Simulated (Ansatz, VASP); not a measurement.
# In: VASP beside Ansatz

The input INCAR:

```
SYSTEM = In
  PREC = Accurate
  ENCUT = 520
  EDIFF = 1E-7
  ISMEAR = 0
  SIGMA = 0.1
  LREAL = .FALSE.
  LASPH = .TRUE.
  NELM = 100
  ALGO = Fast
  ISIF = 2
  LWAVE = .FALSE.
  LCHARG = .TRUE.
  GGA = PS
  LELF = .TRUE.
  LVHAR = .TRUE.
  NBANDS = 12
```

File KPOINTS:

```
Automatic mesh
0
G
  26 26 26
  0 0 0
```

Contents of POSCAR:

```
In
1.0
   -1.6542731642      1.6542731642      2.3378786880
    1.6542731642     -1.6542731642      2.3378786880
    1.6542731642      1.6542731642     -2.3378786880
In
1
Direct
    0.0000000000      0.0000000000      0.0000000000
```

Input for Ansatz:

```yaml
crystal:
  lattice:
    - [-1.6542731642, 1.6542731642, 2.337878688]
    - [1.6542731642, -1.6542731642, 2.337878688]
    - [1.6542731642, 1.6542731642, -2.337878688]
  atoms:
    - { symbol: In, position: [0.0, 0.0, 0.0] }
basis:
  ecutwfc: 420
kpoints:
  mp_grid: { grid: [26, 26, 26] }
hamiltonian:
  xc: pbesol
  pseudopotentials: { kind: paw, azcp: { folder: soft_1 } }
scf:
  occupations: { method: gaussian, width: 0.1 }
output:
  forces: true
  stress: true
  eigenvalues: true
```

Alike in both runs: task single point; functional PBEsol; k mesh 26 × 26 × 26; occupations gaussian, width 0.1 eV; no spin polarisation.

```csv
,VASP,Ansatz
version,VASP 6.6.1,Ansatz 0.2.0
potentials or method,"VASP PAW PBE potentials, release 64 (In_d), cutoff 520 eV","scalar-relativistic, plane waves, PAW"
valence electrons in the cell,13,13
```

|  | VASP | Ansatz | Ansatz less VASP |
| --- | --- | --- | --- |
| gap on the k mesh at the Fermi level (eV) | none | none | - |
| pressure (GPa) | 0.0 | 0.0 | +0.01 |

VASP's potentials were made for PBE, not for PBEsol, and Ansatz warns of the same on its side. A gap of «none» marks a metal or a gap that the smearing closes.
